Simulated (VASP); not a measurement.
# GaP (F-43m) in VASP: further runs

GaP is run at these levels: PBE; tasks: single point.

All numbers are computed with VASP 6.6.1; they aren't measurements. Logs are shortened: lines on timing, memory, paths and dates and some standing lists are left out, and cuts for length are marked.

**1. The cell of the first run**

The structure is cubic, space group F-43m (No. 216). Conventional cell: a = 5.450 Å, b = 5.450 Å, c = 5.450 Å, α = 90.00°, β = 90.00°, γ = 90.00°. Ga (site symmetry -43m) has 4 P at 2.36 Å within 3.1 Å. P (site symmetry -43m) has 4 Ga at 2.36 Å within 3.1 Å.

**2. Single point, PBE (volume scaled by 0.97)**

Contents of INCAR:

```
PREC = Accurate ; ENCUT = 500
EDIFF = 1E-6 ; ISMEAR = 0
SIGMA = 0.02 ; LREAL = F
LASPH = T ; NELM = 120
ALGO = Normal ; ISIF = 2
LWAVE = F ; LCHARG = F
GGA = PE ; NBANDS = 16
GGA_COMPAT = F
```

Contents of KPOINTS:

```
regular mesh
0
Gamma
  8 8 8
```

Contents of POSCAR:

```
GaP
1.0
    0.0000000000      2.7248428723      2.7248428723
    2.7248428723      0.0000000000      2.7248428723
    2.7248428723      2.7248428723      0.0000000000
Ga P
1 1
Direct
    0.0000000000      0.0000000000      0.0000000000
    0.2500000000      0.2500000000      0.2500000000
```

Potentials or basis: VASP PAW PBE potentials, release 64 (Ga_d, P).

The run is started by

```
cat potpaw_PBE.64/Ga_d/POTCAR potpaw_PBE.64/P/POTCAR > POTCAR
mpirun -np 1 vasp_std > vasp.out
```

OUTCAR:

```text
PREC = Accurate
   ENCUT = 500
   EDIFF = 1E-6
   ISMEAR = 0
   LREAL = F
   LASPH = T
   NELM = 120
   ISIF = 2
   GGA = PE

 ion  position               nearest neighbor table
   1  0.000  0.000  0.000-   2 2.36   2 2.36   2 2.36   2 2.36
   2  0.250  0.250  0.250-   1 2.36   1 2.36   1 2.36   1 2.36

  LATTYP: Found a face centered cubic cell.
 ALAT       =     5.4496857446

  Lattice vectors:

 A1 = (   0.0000000000,   2.7248428723,   2.7248428723)
 A2 = (   2.7248428723,   0.0000000000,   2.7248428723)
 A3 = (   2.7248428723,   2.7248428723,   0.0000000000)

Analysis of symmetry for initial positions (statically):
=====================================================================
 Subroutine PRICEL returns:
 Original cell was already a primitive cell.

 Routine SETGRP: Setting up the symmetry group for a
 face centered cubic supercell.

 Subroutine GETGRP returns: Found 24 space group operations
 (whereof 24 operations were pure point group operations)
 out of a pool of 48 trial point group operations.

The static configuration has the point symmetry T_d .

Analysis of symmetry for dynamics (positions and initial velocities):
=====================================================================
 Subroutine PRICEL returns:
 Original cell was already a primitive cell.

 Routine SETGRP: Setting up the symmetry group for a
 face centered cubic supercell.

 Subroutine GETGRP returns: Found 24 space group operations
 (whereof 24 operations were pure point group operations)
 out of a pool of 48 trial point group operations.

The dynamic configuration has the point symmetry T_d .

 Subroutine INISYM returns: Found 24 space group operations
 (whereof 24 operations are pure point group operations),
 and found     1 'primitive' translations

----------------------------------------------------------------------------------------

                                     Primitive cell

  volume of cell :      40.4627

  direct lattice vectors                    reciprocal lattice vectors
     0.000000000  2.724842872  2.724842872    -0.183496819  0.183496819  0.183496819
     2.724842872  0.000000000  2.724842872     0.183496819 -0.183496819  0.183496819
     2.724842872  2.724842872  0.000000000     0.183496819  0.183496819 -0.183496819

  length of vectors
     3.853509745  3.853509745  3.853509745     0.317825814  0.317825814  0.317825814

  position of ions in fractional coordinates (direct lattice)
     0.000000000  0.000000000  0.000000000
     0.250000000  0.250000000  0.250000000

  ion indices of the primitive-cell ions
   primitive index   ion index
                 1           1
                 2           2

----------------------------------------------------------------------------------------

 KPOINTS: regular mesh

Automatic generation of k-mesh.
 Grid dimensions read from file:
 generate k-points for:    8    8    8

 Generating k-lattice:

  Cartesian coordinates                     Fractional coordinates (reciprocal lattice)
    -0.022937102  0.022937102  0.022937102     0.125000000  0.000000000  0.000000000
     0.022937102 -0.022937102  0.022937102     0.000000000  0.125000000  0.000000000
     0.022937102  0.022937102 -0.022937102     0.000000000  0.000000000  0.125000000

  Length of vectors
     0.039728227  0.039728227  0.039728227

  Shift w.r.t. Gamma in fractional coordinates (k-lattice)
     0.000000000  0.000000000  0.000000000

 Subroutine IBZKPT returns following result:
 ===========================================

 Found     29 irreducible k-points:

 Following reciprocal coordinates:
            Coordinates               Weight
  0.000000  0.000000  0.000000      1.000000
  0.125000  0.000000  0.000000      8.000000
  0.250000  0.000000  0.000000      8.000000
  0.375000  0.000000  0.000000      8.000000
  0.500000  0.000000  0.000000      4.000000
  0.125000  0.125000  0.000000      6.000000
[... 16 lines left out ...]
  0.500000  0.250000  0.125000     48.000000
 -0.375000  0.250000  0.125000     24.000000
 [... further k-points ...]
   k-points           NKPTS =     29   k-points in BZ     NKDIM =     29   number of bands    NBANDS=     16
   number of dos      NEDOS =    301   number of ions     NIONS =      2
   total plane-waves  NPLWV =  21952
   dimension x,y,z NGX =    28 NGY =   28 NGZ =   28
   dimension x,y,z NGXF=    56 NGYF=   56 NGZF=   56
   ions per type =               1   1
   NGX,Y,Z   is equivalent  to a cutoff of  12.08, 12.08, 12.08 a.u.
   NGXF,Y,Z  is equivalent  to a cutoff of  24.16, 24.16, 24.16 a.u.
 SYSTEM =  unknown system
   PREC   = accura    normal or accurate (medium, high low for compatibility)
   ISTART =      0    job   : 0-new  1-cont  2-samecut
   ICHARG =      2    charge: 1-file 2-atom 10-const
   ISPIN  =      1    spin polarized calculation?
   LNONCOLLINEAR =      F non collinear calculations
   LSORBIT =      F    spin-orbit coupling
   LASPH  =      T    aspherical Exc in radial PAW
   ENCUT  =  500.0 eV  36.75 Ry    6.06 a.u.   7.03  7.03  7.03*2*pi/ulx,y,z
   NELM   =    120;   NELMIN=  2; NELMDL= -5     # of ELM steps
   EDIFF  = 0.1E-05   stopping-criterion for ELM
   LREAL  =      F    real-space projection
   EDIFFG = 0.1E-04   stopping-criterion for IOM
   NSW    =      0    number of steps for IOM
   IBRION =     -1    ionic relax: 0-MD 1-quasi-New 2-CG
   NFREE  =      0    steps in history (QN), initial steepest desc. (CG)
   ISIF   =      2    stress and relaxation
   ISYM   =      2    0-nonsym 1-usesym 2-fastsym
   POTIM  = 0.5000    time-step for ionic-motion
   TEBEG  =    0.0;   TEEND  =   0.0 temperature during run
   PSTRESS=    0.0 pullay stress
   NELECT =      18.0000    total number of electrons
   NUPDOWN=      -1.0000    fix difference up-down
   EMIN   =  10.00;   EMAX   =-10.00  energy-range for DOS
   EFERMI =   0.00;   METHOD = LEGACY
   ISMEAR =     0;   SIGMA  =   0.02  broadening in eV -4-tet -1-fermi 0-gaus
   EFERMI_NEDOS =   21; number of points for ismear=-14 and -15
   IALGO  =     38    algorithm
   IMIX   =      4    mixing-type and parameters
     AMIX     =   0.40;   BMIX     =  1.00
     AMIX_MAG =   1.60;   BMIX_MAG =  1.00
  volume/ion in A,a.u.               =      20.23       136.53
  Fermi-wavevector in a.u.,A,eV,Ry     =   1.249724  2.361636 21.249725  1.561811
  Thomas-Fermi vector in A             =   2.383752
   LORBIT       =      0    0 simple, 1 ext, 2 COOP (PROOUT), +10 PAW based schemes
   GGA     = PE    functional components
   LHFCALC =     F    Hartree Fock is set to
   AEXX    =    0.0000 exact exchange contribution
   IVDW    =     0    specifies the selected vdW correction
   LEPSILON=     F    determine dielectric tensor
   LRPA    =     F    only Hartree local field effects (RPA)
 non-spin polarized calculation
 Gauss-broadening in eV      SIGMA  =   0.02
  energy-cutoff  :      500.00
  volume of cell :       40.46
 maximum number of plane-waves:      1036
   NGX = 13   NGY = 13   NGZ = 13

 number of electron      18.0000016 magnetization

 Free energy of the ion-electron system (eV)
  ---------------------------------------------------
  ext. energy  EPLUGINS =         0.00000000
  ---------------------------------------------------
  free energy    TOTEN  =        -9.11572809 eV

  energy without entropy =       -9.11572809  energy(sigma->0) =       -9.11572809

 E-fermi :   4.7805     XC(G=0):  -9.8351

 val. band max:        4.6568806741   @ k =   0.0000   0.0000   0.0000
 cond. band min:       6.2979449014   @ k =   0.3750   0.3750   0.0000
 fundamental gap:      1.6410642273
 Fermi energy:         4.7804743381

 k-point     1 :       0.0000    0.0000    0.0000
  band No.  band energies     occupation
      1      -9.8947      2.00000
      2      -9.8947      2.00000
      3      -9.8947      2.00000
      4      -9.7949      2.00000
      5      -9.7949      2.00000
      6      -7.8383      2.00000
[... 8 lines left out ...]
     15      14.4450      0.00000
     16      14.4450      0.00000

 k-point     2 :       0.1250    0.0000    0.0000
  band No.  band energies     occupation
      1      -9.9085      2.00000
      2      -9.8901      2.00000
      3      -9.8901      2.00000
      4      -9.7950      2.00000
      5      -9.7950      2.00000
      6      -7.6357      2.00000
[... 8 lines left out ...]
     15      13.8222      0.00000
     16      14.3612      0.00000

 k-point     3 :       0.2500    0.0000    0.0000
  band No.  band energies     occupation
      1      -9.9387      2.00000
      2      -9.8800      2.00000
      3      -9.8800      2.00000
      4      -9.7937      2.00000
      5      -9.7937      2.00000
      6      -7.0619      2.00000
[... 8 lines left out ...]
     15      13.6396      0.00000
     16      14.5870      0.00000

 k-point     4 :       0.3750    0.0000    0.0000
  band No.  band energies     occupation
      1      -9.9659      2.00000
      2      -9.8723      2.00000
      3      -9.8723      2.00000
      4      -9.7899      2.00000
      5      -9.7899      2.00000
      6      -6.2614      2.00000
[... 8 lines left out ...]
     15      14.8373      0.00000
     16      14.8373      0.00000

 k-point     5 :       0.5000    0.0000    0.0000
  band No.  band energies     occupation
      1      -9.9765      2.00000
      2      -9.8700      2.00000
      3      -9.8700      2.00000
      4      -9.7875      2.00000
      5      -9.7875      2.00000
      6      -5.7708      2.00000
[... 8 lines left out ...]
     15      16.3456      0.00000
     16      16.3456      0.00000

 k-point     6 :       0.1250    0.1250    0.0000
  band No.  band energies     occupation
      1      -9.9173      2.00000
      2      -9.8856      2.00000
      3      -9.8856      2.00000
      4      -9.7990      2.00000
      5      -9.7917      2.00000
      6      -7.5685      2.00000
[... 8 lines left out ...]
     15      14.6895      0.00000
     16      14.7283      0.00000
[... 267 lines left out ...]
 k-point    21 :       0.5000    0.5000    0.0000
  band No.  band energies     occupation
      1     -10.0126      2.00000
      2      -9.8307      2.00000
      3      -9.8294      2.00000
      4      -9.8294      2.00000
      5      -9.7731      2.00000
      6      -4.8709      2.00000
[... 8 lines left out ...]
     15      17.0562      0.00000
     16      17.6576      0.00000

 k-point    22 :       0.3750    0.2500    0.1250
  band No.  band energies     occupation
      1      -9.9619      2.00000
      2      -9.8681      2.00000
      3      -9.8641      2.00000
      4      -9.8057      2.00000
      5      -9.7859      2.00000
      6      -6.5738      2.00000
[... 8 lines left out ...]
     15      15.7804      0.00000
     16      17.0832      0.00000

 k-point    23 :       0.5000    0.2500    0.1250
  band No.  band energies     occupation
      1      -9.9774      2.00000
      2      -9.8644      2.00000
      3      -9.8550      2.00000
      4      -9.8036      2.00000
      5      -9.7859      2.00000
      6      -5.8198      2.00000
[... 8 lines left out ...]
     15      16.2036      0.00000
     16      17.4936      0.00000

 k-point    24 :      -0.3750    0.2500    0.1250
  band No.  band energies     occupation
      1      -9.9830      2.00000
      2      -9.8638      2.00000
      3      -9.8517      2.00000
      4      -9.8000      2.00000
      5      -9.7876      2.00000
      6      -5.3647      2.00000
[... 8 lines left out ...]
     15      16.6635      0.00000
     16      17.1693      0.00000

 [... further k-points ...]
[... 5 lines left out ...]
  --------------------------------------------------------------------------------------
  -------------------------------------------------------------------------------------
  Total        0.6194617      0.6194617      0.6194617      0.0000000      0.0000000     -0.0000000
  in kB       24.5284807     24.5284807     24.5284807      0.0000000      0.0000000     -0.0000000
  external PRESSURE =      24.5284807 kB  Pullay stress =       0.0000000 kB

 VOLUME and BASIS-vectors are now :
 -----------------------------------------------------------------------------
  energy-cutoff  :      500.00
  volume of cell :       40.46
      direct lattice vectors                 reciprocal lattice vectors
     0.000000000  2.724842872  2.724842872    -0.183496819  0.183496819  0.183496819
     2.724842872  0.000000000  2.724842872     0.183496819 -0.183496819  0.183496819
     2.724842872  2.724842872  0.000000000     0.183496819  0.183496819 -0.183496819

 POSITION                                       TOTAL-FORCE (eV/Angst)
 -----------------------------------------------------------------------------------
      0.00000      0.00000      0.00000        -0.000000     -0.000000     -0.000000
      1.36242      1.36242      1.36242         0.000000      0.000000      0.000000
 -----------------------------------------------------------------------------------
    total drift:                                0.000001      0.000001      0.000001

  FREE ENERGIE OF THE ION-ELECTRON SYSTEM (eV)
  ---------------------------------------------------
  free  energy   TOTEN  =        -9.1157280874 eV

  energy  without entropy=       -9.1157280874  energy(sigma->0) =       -9.11572809
```

Run time: 12 s. Hardware: 1 thread of Intel Xeon 6975P-C (Granite Rapids), shared host; peak memory 0.15 GiB.

What came out:

* Free energy: -9.1157 eV
* Pressure: 2.5 GPa
* Band gap on the k mesh: 1.64 eV, indirect (least direct gap 1.83 eV)

Levels at points of the mesh, in eV from the valence-band top:
| k point | band 7 | band 8 | band 9 | band 10 | band 11 | band 12 |
| --- | --- | --- | --- | --- | --- | --- |
| (0.00, 0.00, 0.00) | 0.00 | 0.00 | 0.00 | 1.83 | 3.89 | 3.89 |
| (0.50, 0.00, 0.00) | -6.63 | -1.12 | -1.12 | 1.67 | 4.72 | 4.72 |
| (0.50, 0.50, 0.00) | -6.75 | -2.68 | -2.68 | 1.65 | 1.82 | 10.60 |

 A k mesh can miss the band edges.

**3. Single point, PBE (volume scaled by 0.94)**

Contents of INCAR:

```
PREC = Accurate
ENCUT = 500
EDIFF = 1E-6
ISMEAR = 0
SIGMA = 0.02
LREAL = F
LASPH = T
NELM = 120
ALGO = Normal
ISIF = 2
LWAVE = F
LCHARG = T
GGA = PE
LELF = T
LVHAR = T
NBANDS = 16
GGA_COMPAT = F
```

Contents of KPOINTS:

```
Automatic mesh
0
Gamma
  8 8 8
```

Contents of POSCAR:

```
GaP
1.0
    0.0000000000      2.6964570281      2.6964570281
    2.6964570281      0.0000000000      2.6964570281
    2.6964570281      2.6964570281      0.0000000000
Ga P
1 1
Direct
    0.0000000000      0.0000000000      0.0000000000
    0.2500000000      0.2500000000      0.2500000000
```

Potentials or basis: VASP PAW PBE potentials, release 64 (Ga_d, P).

The run is started by

```
cat potpaw_PBE.64/Ga_d/POTCAR potpaw_PBE.64/P/POTCAR > POTCAR
mpirun -np 1 vasp_std > vasp.out
```

OUTCAR:

```text
PREC = Accurate
   ENCUT = 500
   EDIFF = 1E-6
   ISMEAR = 0
   LREAL = F
   LASPH = T
   NELM = 120
   ISIF = 2
   GGA = PE

 ion  position               nearest neighbor table
   1  0.000  0.000  0.000-   2 2.34   2 2.34   2 2.34   2 2.34
   2  0.250  0.250  0.250-   1 2.34   1 2.34   1 2.34   1 2.34

  LATTYP: Found a face centered cubic cell.
 ALAT       =     5.3929140562

  Lattice vectors:

 A1 = (   0.0000000000,   2.6964570281,   2.6964570281)
 A2 = (   2.6964570281,   0.0000000000,   2.6964570281)
 A3 = (   2.6964570281,   2.6964570281,   0.0000000000)

Analysis of symmetry for initial positions (statically):
=====================================================================
 Subroutine PRICEL returns:
 Original cell was already a primitive cell.

 Routine SETGRP: Setting up the symmetry group for a
 face centered cubic supercell.

 Subroutine GETGRP returns: Found 24 space group operations
 (whereof 24 operations were pure point group operations)
 out of a pool of 48 trial point group operations.

The static configuration has the point symmetry T_d .

Analysis of symmetry for dynamics (positions and initial velocities):
[... 161 lines left out ...]
 val. band max:        4.9834964090   @ k =   0.0000   0.0000   0.0000
 cond. band min:       6.5694424770   @ k =   0.5000   0.5000   0.0000
 fundamental gap:      1.5859460680
 Fermi energy:         5.0870604519

 k-point     1 :       0.0000    0.0000    0.0000
  band No.  band energies     occupation
      1      -9.6251      2.00000
      2      -9.6251      2.00000
      3      -9.6251      2.00000
      4      -9.5153      2.00000
      5      -9.5153      2.00000
      6      -7.7528      2.00000
[... 433 lines left out ...]
      3      -9.5775      2.00000
      4      -9.5212      2.00000
      5      -9.5072      2.00000
      6      -5.1554      2.00000
[... 8 lines left out ...]
     15      17.1012      0.00000
     16      17.6817      0.00000

 [... further k-points ...]

------------------------ aborting loop because EDIFF is reached ----------------------------------------

  FORCE on cell =-STRESS in cart. coord.  units (eV):
  Direction    XX          YY          ZZ          XY          YZ          ZX
  --------------------------------------------------------------------------------------
  -------------------------------------------------------------------------------------
  Total        1.3214141      1.3214141      1.3214141     -0.0000000     -0.0000000     -0.0000000
  in kB       53.9931935     53.9931935     53.9931935     -0.0000000     -0.0000000     -0.0000000
  external PRESSURE =      53.9931935 kB  Pullay stress =       0.0000000 kB

 VOLUME and BASIS-vectors are now :
 -----------------------------------------------------------------------------
  energy-cutoff  :      500.00
  volume of cell :       39.21
      direct lattice vectors                 reciprocal lattice vectors
     0.000000000  2.696457028  2.696457028    -0.185428507  0.185428507  0.185428507
     2.696457028  0.000000000  2.696457028     0.185428507 -0.185428507  0.185428507
     2.696457028  2.696457028  0.000000000     0.185428507  0.185428507 -0.185428507

 POSITION                                       TOTAL-FORCE (eV/Angst)
 -----------------------------------------------------------------------------------
      0.00000      0.00000      0.00000         0.000000     -0.000000     -0.000000
      1.34823      1.34823      1.34823         0.000000      0.000000      0.000000
 -----------------------------------------------------------------------------------
    total drift:                                0.000001      0.000001      0.000001

  FREE ENERGIE OF THE ION-ELECTRON SYSTEM (eV)
  ---------------------------------------------------
  free  energy   TOTEN  =        -9.0847757748 eV

  energy  without entropy=       -9.0847757748  energy(sigma->0) =       -9.08477577
```

Wall time 12 s (1 thread of Intel Xeon 6975P-C (Granite Rapids), shared host); peak memory 0.15 GiB.

What came out:

| Item | Value |
| --- | --- |
| Free energy | -9.0848 eV |
| Pressure | 5.4 GPa |
| Band gap on the k mesh | 1.59 eV, indirect (least direct gap 2.09 eV) |

(Continued in part 2 of 2.)
